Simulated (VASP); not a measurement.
CaO, 2 atoms in the cell. Symmetry: Immm, No. 71, orthorhombic system. Conventional cell: a = 3.394 Å, b = 3.533 Å, c = 4.898 Å, α = 90.00°, β = 90.00°, γ = 90.00°. Ca (site symmetry mmm) has 6 O at 2.45 Å within 3.2 Å. O (site symmetry mmm) has 6 Ca at 2.45 Å within 3.2 Å.  This cell differs from its parent crystal: xy shear strain of -4 %.

```yaml
Program: VASP 6.6.1
Task: electric field gradients
Functional: PBE
Potentials_or_basis: VASP PAW PBE potentials, release 64 (Ca_sv, O)
Cutoff: 520 eV
k_mesh: 9 × 9 × 9
Occupations: fermi-dirac, width 0.03 eV
Spin: no spin polarisation
Dipole_correction: no
Further_INCAR_settings: ALGO = Normal; EDIFF = 1e-08; NBANDS = 15
```

Potentials or basis: VASP PAW PBE potentials, release 64 (Ca_sv, O).

Command:

```console
$ cat potpaw_PBE.64/Ca_sv/POTCAR potpaw_PBE.64/O/POTCAR > POTCAR
$ mpirun -np 1 vasp_std > vasp.out
```

Hardware: 1 thread of Intel(R) Xeon(R) Platinum 8259CL CPU @ 2.50GHz (Skylake/Cascade Lake) (shared host).

Problem. How long does it take, and how much memory?

Solution. Run time: 56 s on 1 thread of Intel(R) Xeon(R) Platinum 8259CL CPU @ 2.50GHz (Skylake/Cascade Lake), with other jobs on the host, peak memory 0.2 GiB. Counts: scf iterations 16, k points 125.
